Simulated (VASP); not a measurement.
Runs of VASP 6.6.1 on Si. The structure is that of space group Im-3m (No. 229), or close to it. The cells are those of the table. 

| task | cell | k mesh | cutoff (eV) | gap on the mesh (eV) | pressure (GPa) |
| --- | --- | --- | --- | --- | --- |
| single point | a = 2.680 Å, angles 109.5°, 1 atom | 16 × 16 × 16 | 520 | none | -3.4 |
| single point | a = 2.645 Å, angles 109.5°, 1 atom | 24 × 24 × 24 | 520 | none | 0.3 |
| single point | a = 2.573 Å, angles 109.5°, 1 atom | 16 × 16 × 16 | 520 | none | 10.6 |
| single point | a = 2.747 Å, angles 109.5°, 1 atom | 16 × 16 × 16 | 520 | none | (b) |
| single point | a = 2.535 Å, angles 109.5°, 1 atom | 16 × 16 × 16 | 520 | none | (a) |
| relaxation of cell and atoms | relaxed from a = 2.692 Å, angles 109.5°, 1 atom | 14 × 14 × 14 | 600 | none | 0.0 |
| single point | a = 2.645 Å, angles 109.5°, 1 atom | 16 × 16 × 16 | 520 | none | 0.3 |
| single point | a = 2.714 Å, angles 109.5°, 1 atom | 16 × 16 × 16 | 520 | none | -6.4 |
| single point | a = 2.609 Å, angles 109.5°, 1 atom | 16 × 16 × 16 | 520 | none | 4.9 |
| single point | a = 2.645 Å, angles 109.5°, 1 atom | 14 × 14 × 14 | 520 | none | 0.1 |

Alike in all rows: level PBEsol; potentials or basis VASP PAW PBE potentials, release 64 (Si); no spin polarisation; smearing fermi-dirac 0.1 eV.

Question: Estimate the missing entries.

Answer: (a) 17.6; (b) -8.9.

Caveats: the PAW data sets were made with another functional, which shifts forces and pressure a little.

A gap of «none» marks levels without a gap at the run's occupations.
